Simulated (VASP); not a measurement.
Input of a VASP 6.6.1 run:

The input INCAR:

```
SYSTEM = Si7Mo
PREC = Accurate
ENCUT = 520
EDIFF = 1E-7
ISMEAR = 0
SIGMA = 0.2
LREAL = .False.
LASPH = .True.
NELM = 100
ALGO = Normal
ISIF = 2
LWAVE = .False.
LCHARG = .False.
GGA = PE
NBANDS = 31
```

File KPOINTS:

```
regular mesh
0
Gamma
  4 4 3
  0 0 0
```

The input POSCAR:

```
Si7Mo
1.0
    4.4379723141     -0.0000000028      0.0000000000
   -2.2189861546      3.8433967667      0.0000000000
    0.0000000000      0.0000000000      7.0590245353
Si Mo
7 1
Direct
    0.3333333333      0.6666666667      0.0000000000
    0.6666666667      0.3333333333      0.0000000000
    0.3333333333      0.6666666667      0.6635500566
    0.6666666667      0.3333333333      0.6635500566
    0.6666666667      0.3333333333      0.3364499434
    0.3333333333      0.6666666667      0.3364499434
    0.0000000000      0.0000000000      0.0000000000
    0.0000000000      0.0000000000      0.5000000000
```

Potentials or basis: VASP PAW PBE potentials, release 64 (Si, Mo_sv).

Run with:

```sh
$ cat potpaw_PBE.64/Si/POTCAR potpaw_PBE.64/Mo_sv/POTCAR > POTCAR
$ mpirun -np 1 vasp_std > vasp.out
```

Task: Predict the pressure.

Result: 0.1 GPa.

Task: Predict the largest force.

Result: 0.017 eV/Å.

Task: Estimate the band gap on the k mesh.

Result: Zero (band 21 reaches 10.58 eV, above the bottom of band 22 at 8.20 eV).

Stress tensor (GPa, compression positive):
```
 0.13  0.00  0.00
 0.00  0.13  0.00
 0.00  0.00 -0.06
```

Caveat: the k points lie up to 0.41 Å⁻¹ apart.
